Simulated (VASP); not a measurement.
PdC:

```
Pd C
1.0
     1.59891   -4.21875    0.00000
     1.59891    4.21875    0.00000
     0.00000    0.00000    3.17622
Pd C
2 2
Direct
  0.85400 0.14600 0.75000
  0.14600 0.85400 0.25000
  0.55000 0.45000 0.75000
  0.45000 0.55000 0.25000
```

* Program: VASP 6.6.1
* Task: relaxation of cell and atoms
* Functional: PBE
* Potentials or basis: VASP PAW PBE potentials, release 64 (Pd, C)
* Cutoff: 600 eV
* k mesh: 6 × 6 × 6
* Occupations: gaussian, width 0.1 eV
* Spin: no spin polarisation

At the start: pressure -0.5 GPa; volume 10.71 Å³/atom.

How do energy, volume and symmetry change on relaxing?

Over 31 steps the energy falls by 785.1 meV/atom and the volume is 11.31 Å³/atom (+5.6 %); space group Cmcm (No. 63, to 0.1 Å) before and after.

The path:
```tsv
step	energy change (eV)	largest force (eV/Å)	pressure (GPa)	volume (Å³)
1	0.0000	0.9105	-0.53	42.85
2	-0.7174	0.9586	-2.96	42.51
3	-1.5548	2.1948	40.66	40.00
4	-1.8361	0.5873	2.04	41.72
5	-2.1700	0.5012	15.35	40.96
6	-2.3387	0.2926	2.03	44.74
7	-2.3426	0.3059	3.42	44.19
8	-2.3604	0.2542	-3.95	44.99
9	-2.3671	0.2704	-1.51	44.71
10	-2.3813	0.2420	-0.82	44.45
11	-2.4142	0.3751	1.62	43.66
12	-2.4228	1.1722	8.61	42.02
13	-2.4303	0.8351	5.37	42.69
14	-2.4340	0.8543	5.43	42.67
15	-2.4455	0.9133	5.58	42.60
16	-2.4699	1.0383	5.99	42.45
17	-2.5221	1.3229	7.26	42.14
18	-2.5921	1.7782	12.35	41.41
19	-2.6152	1.7589	12.56	41.44
20	-2.6408	1.4823	14.03	41.51
21	-2.6832	1.3912	12.79	41.72
22	-2.7955	1.0903	9.34	42.36
23	-2.9537	0.4935	3.32	43.64
24	-3.0256	1.0182	-5.63	46.23
25	-3.0378	0.5624	-3.50	45.51
26	-3.0950	0.4213	-2.48	45.42
27	-3.1389	0.1724	-0.23	45.25
28	-3.1395	0.1365	0.15	45.23
29	-3.1395	0.1456	0.05	45.24
30	-3.1400	0.0889	-0.05	45.24
31	-3.1403	0.0191	-0.23	45.26
```

Final structure:
```
CELL_PARAMETERS angstrom
2.33375 -3.73368 0.00000
2.33375 3.73368 0.00000
0.00000 0.00000 2.59710
ATOMIC_POSITIONS crystal
Pd 0.81431 0.18569 0.75000
Pd 0.18569 0.81431 0.25000
C 0.54238 0.45762 0.75000
C 0.45762 0.54238 0.25000
```

Caveat: a cell axis changed by over 15 % at a fixed basis, so the end point is rough.
